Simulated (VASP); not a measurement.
Here is a VASP 6.6.1 calculation.

The input INCAR:

```
ALGO = Normal
EDIFF = 1E-6
ENCUT = 520
GGA = PE
ISIF = 2
ISMEAR = 0
LASPH = True
LCHARG = True
LELF = True
LREAL = False
LVHAR = True
LWAVE = False
NBANDS = 20
NELM = 100
PREC = Accurate
SIGMA = 0.1
```

KPOINTS

```
k-points
0
Gamma
  6 6 4
```

Contents of POSCAR:

```
AsI
1.0
    4.5569275900      0.0000000000      0.0000000000
   -2.2784637900      3.9464150600      0.0000000000
    0.0000000000      0.0000000000      7.1095396800
As I
2 2
Direct
    0.3333333300      0.6666666700      0.2500000000
    0.6666666700      0.3333333300      0.7500000000
    0.0000000000      0.0000000000      0.0000000000
    0.0000000000      0.0000000000      0.5000000000
```

Potentials or basis: VASP PAW PBE potentials, release 64 (As, I).

Command:

```bash
$ cat potpaw_PBE.64/As/POTCAR potpaw_PBE.64/I/POTCAR > POTCAR
$ mpirun -np 1 vasp_std > vasp.out
```

Q: What does it give for the pressure?

A: -1.7 GPa.

Q: Predict the band gap on the k mesh.

A: Zero (band 12 reaches 5.18 eV, above the bottom of band 13 at 3.35 eV).

Stress tensor (GPa, compression positive):
```
-4.14  0.00  0.00
 0.00 -4.14  0.00
 0.00  0.00  3.06
```

Caveat: spin-orbit coupling is left out, which moves the levels of the heavy elements.
